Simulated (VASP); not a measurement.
Here is a VASP 6.6.1 calculation.

Contents of INCAR:

```
SYSTEM = Al16N16F
ALGO = Normal
EDIFF = 1E-7
ENCUT = 520
GGA = PE
ISIF = 2
ISMEAR = 0
ISPIN = 2
LASPH = .TRUE.
LCHARG = .FALSE.
LORBIT = 11
LREAL = Auto
LWAVE = .FALSE.
MAGMOM = 0 0 0 0 0 0 0 0 0 0 0 0 0 0 0 0 0.02 0.04 0.02 0.01 0 0.28 0.05 0 0.08 0.02 0.01 0.04 0.04 0.1 0.01 0.02 0.12
NBANDS = 94
NELM = 150
NUPDOWN = 1.0
PREC = Accurate
SIGMA = 0.01
```

Contents of KPOINTS:

```
Automatic mesh
0
Gamma
  1 1 1
  0.25 0.25 0.25
```

POSCAR

```
Al16N16F
1.0
    6.2595139092      0.0000000618      0.0000000000
   -3.1297570081      5.4208980298      0.0000000000
    0.0000000000      0.0000000000     10.0348065900
Al N F
16 16 1
Direct
    0.3328895561      0.1713403032      0.2519740538
    0.1679476025      0.3314318618      0.5026785381
    0.3328129796      0.1666517929      0.7506245745
    0.1661863127      0.3396930416      0.9974750140
    0.3313358835      0.6636097869      0.2522499341
    0.1655554048      0.8330230552      0.5028177493
    0.3308544143      0.6660147625      0.7478456130
    0.1643111874      0.8368622886      0.9940237980
    0.8363490143      0.1630333003      0.2492918277
    0.6672933628      0.3294559764      0.5072491155
    0.8332452367      0.1653933781      0.7518656011
    0.6653304398      0.3354247225      1.0012844974
    0.8266283704      0.6653073609      0.2523940877
    0.6659187883      0.8300070278      0.5024841313
    0.8319947857      0.6656690269      0.7507625973
    0.6600920816      0.8342432388      0.9967857785
    0.3445266920      0.1728225626      0.4480985637
    0.1753152255      0.3492228214      0.1826132760
    0.3316527150      0.1721388188      0.9395521933
    0.1667480005      0.3309288575      0.6915167712
    0.3309716819      0.6662263937      0.4420700358
    0.1795070654      0.8303342832      0.1820381003
    0.3286560878      0.6707482488      0.9348319246
    0.1661938604      0.8322318827      0.6918281326
    0.8301494140      0.1678104823      0.4457761881
    0.6690231584      0.3330713040      0.1911005847
    0.8303566808      0.1698780102      0.9401406134
    0.6680925402      0.3302905269      0.6957364874
    0.8249388391      0.6527181455      0.4486557274
    0.6476516385      0.8259754549      0.1821743012
    0.8288127500      0.6697523838      0.9398703103
    0.6665296872      0.8310003229      0.6918315603
    0.0015017294     -0.0091936965      0.3081188662
```

Potentials or basis: VASP PAW PBE potentials, release 64 (Al, N, F).

Run with:

```bash
$ cat potpaw_PBE.64/Al/POTCAR potpaw_PBE.64/N/POTCAR potpaw_PBE.64/F/POTCAR > POTCAR
$ mpirun -np 1 vasp_std > vasp.out
```

Estimate the largest force.

0.258 eV/Å.

Estimate the pressure.

4.6 GPa.

Forces on the atoms (eV/Å):
```
Al   0.161 -0.062 -0.083
Al  -0.192  0.089  0.019
Al   0.124 -0.036  0.076
Al  -0.057  0.041 -0.057
Al   0.029  0.065 -0.012
Al  -0.088  0.003 -0.015
Al   0.190 -0.064  0.026
Al  -0.108  0.074  0.082
Al   0.051  0.024  0.027
Al   0.064  0.004  0.045
Al   0.131 -0.113 -0.015
Al  -0.126  0.073 -0.014
Al   0.160 -0.071 -0.080
Al  -0.134  0.091  0.080
Al   0.066 -0.064  0.036
Al  -0.085  0.034 -0.062
N    0.014 -0.189 -0.099
N   -0.170 -0.002  0.130
N    0.133 -0.107 -0.039
N   -0.184  0.122 -0.009
N    0.154 -0.076 -0.014
N   -0.064 -0.078 -0.047
N    0.176 -0.126 -0.025
N   -0.199  0.117 -0.060
N    0.052 -0.023  0.091
N   -0.187  0.077  0.040
N    0.188 -0.093  0.031
N   -0.215  0.119 -0.081
N    0.162  0.035 -0.113
N   -0.050  0.055  0.146
N    0.177 -0.119 -0.030
N   -0.182  0.118 -0.038
F    0.009  0.080  0.063
```

Caveat: the k points lie up to 0.58 Å⁻¹ apart; the total moment is fixed, so each spin has its own Fermi level and the state may be an excited one.
